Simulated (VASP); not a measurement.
# Pd (P6_3/mmc) in VASP: further runs, part 2 of 3

VASP 6.6.1. The steps go on from the part before.

### Step 3. Single point, LDA

File INCAR:

```
PREC = Accurate
ENCUT = 500
EDIFF = 1E-6
ISMEAR = -1
SIGMA = 0.05
LREAL = False
LASPH = True
NELM = 120
ALGO = Normal
ISIF = 2
LWAVE = False
LCHARG = True
LELF = True
LVHAR = True
NBANDS = 17
GGA_COMPAT = False
```

File KPOINTS:

```
Automatic mesh
0
Gamma
  9 9 5
```

File POSCAR:

```
Pd
1.0
    2.6928401959      0.0000000000      0.0000000000
   -1.3464200980      2.3320680180      0.0000000000
    0.0000000000      0.0000000000      4.5258792099
Pd
2
Direct
    0.3333333333      0.6666666667      0.2500000000
    0.6666666667      0.3333333333      0.7500000000
```

Potentials or basis: VASP PAW LDA potentials, release 64 (Pd).

Run with:

```sh
$ cat potpaw_LDA.64/Pd/POTCAR > POTCAR
$ mpirun -np 1 vasp_std > vasp.out
```

OUTCAR:

```text
PREC = Accurate
   ENCUT = 500
   EDIFF = 1E-6
   ISMEAR = -1
   LREAL = False
   LASPH = True
   NELM = 120
   ISIF = 2

 ion  position               nearest neighbor table
   1  0.333  0.667  0.250-   2 2.75   2 2.75   2 2.75   2 2.75   2 2.75   2 2.75
   2  0.667  0.333  0.750-   1 2.75   1 2.75   1 2.75   1 2.75   1 2.75   1 2.75

  LATTYP: Found a hexagonal cell.
 ALAT       =     2.6928401959
 C/A-ratio  =     1.6807084270

  Lattice vectors:

 A1 = (   2.6928401959,   0.0000000000,   0.0000000000)
 A2 = (  -1.3464200980,   2.3320680180,   0.0000000000)
 A3 = (   0.0000000000,   0.0000000000,   4.5258792099)

Analysis of symmetry for initial positions (statically):
=====================================================================
 Subroutine PRICEL returns:
 Original cell was already a primitive cell.

 Routine SETGRP: Setting up the symmetry group for a
 hexagonal supercell.

 Subroutine GETGRP returns: Found 24 space group operations
 (whereof 12 operations were pure point group operations)
 out of a pool of 24 trial point group operations.

The static configuration has the point symmetry D_3d.
 The point group associated with its full space group is D_6h.

Analysis of symmetry for dynamics (positions and initial velocities):
=====================================================================
 Subroutine PRICEL returns:
 Original cell was already a primitive cell.

 Routine SETGRP: Setting up the symmetry group for a
 hexagonal supercell.

 Subroutine GETGRP returns: Found 24 space group operations
 (whereof 12 operations were pure point group operations)
 out of a pool of 24 trial point group operations.

The dynamic configuration has the point symmetry D_3d.
 The point group associated with its full space group is D_6h.

 Subroutine INISYM returns: Found 24 space group operations
 (whereof 12 operations are pure point group operations),
 and found     1 'primitive' translations

----------------------------------------------------------------------------------------

                                     Primitive cell

  volume of cell :      28.4220

  direct lattice vectors                    reciprocal lattice vectors
     2.692840196  0.000000000  0.000000000     0.371355122  0.214401980  0.000000000
    -1.346420098  2.332068018  0.000000000     0.000000000  0.428803960  0.000000000
     0.000000000  0.000000000  4.525879210     0.000000000  0.000000000  0.220951544

  length of vectors
     2.692840196  2.692840196  4.525879210     0.428803960  0.428803960  0.220951544

  position of ions in fractional coordinates (direct lattice)
     0.333333333  0.666666667  0.250000000
     0.666666667  0.333333333  0.750000000

  ion indices of the primitive-cell ions
   primitive index   ion index
                 1           1
                 2           2

----------------------------------------------------------------------------------------

 KPOINTS: Automatic mesh

Automatic generation of k-mesh.
 Grid dimensions read from file:
 generate k-points for:    9    9    5

 Generating k-lattice:

  Cartesian coordinates                     Fractional coordinates (reciprocal lattice)
     0.041261680  0.023822442  0.000000000     0.111111111  0.000000000  0.000000000
     0.000000000  0.047644884  0.000000000     0.000000000  0.111111111  0.000000000
     0.000000000  0.000000000  0.044190309     0.000000000  0.000000000  0.200000000

  Length of vectors
     0.047644884  0.047644884  0.044190309

  Shift w.r.t. Gamma in fractional coordinates (k-lattice)
     0.000000000  0.000000000  0.000000000

 Subroutine IBZKPT returns following result:
 ===========================================

 Found     36 irreducible k-points:

 Following reciprocal coordinates:
            Coordinates               Weight
  0.000000  0.000000  0.000000      1.000000
  0.111111 -0.000000  0.000000      6.000000
  0.222222 -0.000000  0.000000      6.000000
  0.333333  0.000000  0.000000      6.000000
  0.444444 -0.000000  0.000000      6.000000
  0.111111  0.111111  0.000000      6.000000
[... 16 lines left out ...]
  0.333333  0.222222  0.200000     24.000000
  0.333333  0.333333  0.200000      4.000000
 [... further k-points ...]
   k-points           NKPTS =     36   k-points in BZ     NKDIM =     36   number of bands    NBANDS=     17
   number of dos      NEDOS =    301   number of ions     NIONS =      2
   total plane-waves  NPLWV =  14400
   dimension x,y,z NGX =    20 NGY =   20 NGZ =   36
   dimension x,y,z NGXF=    40 NGYF=   40 NGZF=   72
   ions per type =               2
   NGX,Y,Z   is equivalent  to a cutoff of  12.35, 12.35, 13.22 a.u.
   NGXF,Y,Z  is equivalent  to a cutoff of  24.69, 24.69, 26.45 a.u.
 SYSTEM =  unknown system
   PREC   = accura    normal or accurate (medium, high low for compatibility)
   ISTART =      0    job   : 0-new  1-cont  2-samecut
   ICHARG =      2    charge: 1-file 2-atom 10-const
   ISPIN  =      1    spin polarized calculation?
   LNONCOLLINEAR =      F non collinear calculations
   LSORBIT =      F    spin-orbit coupling
   LASPH  =      T    aspherical Exc in radial PAW
   ENCUT  =  500.0 eV  36.75 Ry    6.06 a.u.   4.91  4.91  8.25*2*pi/ulx,y,z
   NELM   =    120;   NELMIN=  2; NELMDL= -5     # of ELM steps
   EDIFF  = 0.1E-05   stopping-criterion for ELM
   LREAL  =      F    real-space projection
   EDIFFG = 0.1E-04   stopping-criterion for IOM
   NSW    =      0    number of steps for IOM
   IBRION =     -1    ionic relax: 0-MD 1-quasi-New 2-CG
   NFREE  =      0    steps in history (QN), initial steepest desc. (CG)
   ISIF   =      2    stress and relaxation
   ISYM   =      2    0-nonsym 1-usesym 2-fastsym
   POTIM  = 0.5000    time-step for ionic-motion
   TEBEG  =    0.0;   TEEND  =   0.0 temperature during run
   PSTRESS=    0.0 pullay stress
   NELECT =      20.0000    total number of electrons
   NUPDOWN=      -1.0000    fix difference up-down
   EMIN   =  10.00;   EMAX   =-10.00  energy-range for DOS
   EFERMI =   0.00;   METHOD = LEGACY
   ISMEAR =    -1;   SIGMA  =   0.05  broadening in eV -4-tet -1-fermi 0-gaus
   EFERMI_NEDOS =   21; number of points for ismear=-14 and -15
   IALGO  =     38    algorithm
   IMIX   =      4    mixing-type and parameters
     AMIX     =   0.40;   BMIX     =  1.00
     AMIX_MAG =   1.60;   BMIX_MAG =  1.00
  volume/ion in A,a.u.               =      14.21        95.90
  Fermi-wavevector in a.u.,A,eV,Ry     =   1.456129  2.751685 28.848600  2.120312
  Thomas-Fermi vector in A             =   2.573083
   LORBIT       =      0    0 simple, 1 ext, 2 COOP (PROOUT), +10 PAW based schemes
   GGA     = CA    functional components
   LHFCALC =     F    Hartree Fock is set to
   AEXX    =    0.0000 exact exchange contribution
   IVDW    =     0    specifies the selected vdW correction
   LEPSILON=     F    determine dielectric tensor
   LRPA    =     F    only Hartree local field effects (RPA)
 non-spin polarized calculation
  energy-cutoff  :      500.00
  volume of cell :       28.42
 maximum number of plane-waves:       753
 NGX is ok and might be reduce to    20
   NGX =  9   NGY =  9   NGZ = 17

 number of electron      19.9999992 magnetization

 Free energy of the ion-electron system (eV)
  ---------------------------------------------------
  ext. energy  EPLUGINS =         0.00000000
  ---------------------------------------------------
  free energy    TOTEN  =       -12.92852537 eV

  energy without entropy =      -12.88020193  energy(sigma->0) =      -12.90436365

 E-fermi :  10.2400     XC(G=0): -13.7454

 val. band max:       10.2309447357   @ k =   0.4444  -0.0000   0.2000
 cond. band min:      10.2452210562   @ k =   0.3333   0.0000   0.0000
 fundamental gap:      0.0142763205
 Fermi energy:        10.2400389989

 k-point     1 :       0.0000    0.0000    0.0000
  band No.  band energies     occupation
      1       2.7137      2.00000
      2       4.5614      2.00000
      3       7.0082      2.00000
      4       7.2855      2.00000
      5       7.2855      2.00000
      6       7.6540      2.00000
[... 9 lines left out ...]
     16      29.9064      0.00000
     17      33.1347      0.00000

 k-point     2 :       0.1111   -0.0000    0.0000
  band No.  band energies     occupation
      1       3.1285      2.00000
      2       4.8591      2.00000
      3       6.8123      2.00000
      4       7.4025      2.00000
      5       7.5670      2.00000
      6       7.5768      2.00000
[... 9 lines left out ...]
     16      29.6066      0.00000
     17      31.0141      0.00000
[... 421 lines left out ...]
 k-point    24 :       0.3333    0.3333    0.2000
  band No.  band energies     occupation
      1       5.5736      2.00000
      2       6.0617      2.00000
      3       6.0617      2.00000
      4       6.5796      2.00000
      5       7.1571      2.00000
      6       7.1571      2.00000
[... 9 lines left out ...]
     16      21.8869      0.00000
     17      27.0236      0.00000

 [... further k-points ...]
[... 5 lines left out ...]
  --------------------------------------------------------------------------------------
  -------------------------------------------------------------------------------------
  Total        0.0635654      0.0635654      0.0472970     -0.0000000     -0.0000000      0.0000000
  in kB        3.5832480      3.5832480      2.6661800     -0.0000000     -0.0000000      0.0000000
  external PRESSURE =       3.2775587 kB  Pullay stress =       0.0000000 kB

 VOLUME and BASIS-vectors are now :
 -----------------------------------------------------------------------------
  energy-cutoff  :      500.00
  volume of cell :       28.42
      direct lattice vectors                 reciprocal lattice vectors
     2.692840196  0.000000000  0.000000000     0.371355122  0.214401980  0.000000000
    -1.346420098  2.332068018  0.000000000     0.000000000  0.428803960  0.000000000
     0.000000000  0.000000000  4.525879210     0.000000000  0.000000000  0.220951544

 POSITION                                       TOTAL-FORCE (eV/Angst)
 -----------------------------------------------------------------------------------
     -0.00000      1.55471      1.13147        -0.000000     -0.000000      0.000000
      1.34642      0.77736      3.39441         0.000000      0.000000      0.000000
 -----------------------------------------------------------------------------------
    total drift:                               -0.000000      0.000000     -0.000000

  FREE ENERGIE OF THE ION-ELECTRON SYSTEM (eV)
  ---------------------------------------------------
  free  energy   TOTEN  =       -12.9285253744 eV

  energy  without entropy=      -12.8802019295  energy(sigma->0) =      -12.90436365
```

OSZICAR:

```text
N       E                     dE             d eps       ncg     rms          rms(c)
DAV:   1     0.103665741939E+03    0.10367E+03   -0.10145E+04  1224   0.113E+03
DAV:   2    -0.119139171295E+02   -0.11558E+03   -0.10923E+03  1265   0.253E+02
DAV:   3    -0.136200079586E+02   -0.17061E+01   -0.16954E+01  1487   0.343E+01
DAV:   4    -0.136312359616E+02   -0.11228E-01   -0.11226E-01  1467   0.264E+00
DAV:   5    -0.136314030480E+02   -0.16709E-03   -0.16708E-03  1497   0.341E-01    0.129E+01
DAV:   6    -0.129725387075E+02    0.65886E+00   -0.13137E+00  1310   0.121E+01    0.613E+00
DAV:   7    -0.129376108955E+02    0.34928E-01   -0.17137E-02  1495   0.121E+00    0.285E+00
DAV:   8    -0.129285312353E+02    0.90797E-02   -0.36564E-03  1381   0.535E-01    0.153E-01
DAV:   9    -0.129285195840E+02    0.11651E-04   -0.86330E-05  1479   0.910E-02    0.398E-02
DAV:  10    -0.129285249646E+02   -0.53807E-05   -0.83431E-06  1434   0.262E-02    0.819E-03
DAV:  11    -0.129285253744E+02   -0.40982E-06   -0.22780E-07   760   0.447E-03
   1 F= -.12928525E+02 E0= -.12904364E+02  d E =-.483234E-01
```

stdout:

```text
POSCAR found type information on POSCAR Pd
 POSCAR found :  1 types and       2 ions
 scaLAPACK will be used
 LDA part: xc-table for (Slater(with rela. corr.)+CA(PZ))
 , standard interpolation
 POSCAR, INCAR and KPOINTS ok, starting setup
 FFT: planning ... GRIDC
 FFT: planning ... GRID_SOFT
 FFT: planning ... GRID
 WAVECAR not read
 entering main loop
```

It took 32 s on 1 thread of AMD EPYC 7R13, shared host; peak memory 0.1 GiB.

Results:

```yaml
Free_energy: -12.9285 eV
Pressure: 0.3 GPa
Band_gap_on_the_k_mesh: zero (band 10 reaches 10.42 eV, above the bottom of band 11 at 9.67 eV)
```

(Continued in part 3 of 3.)
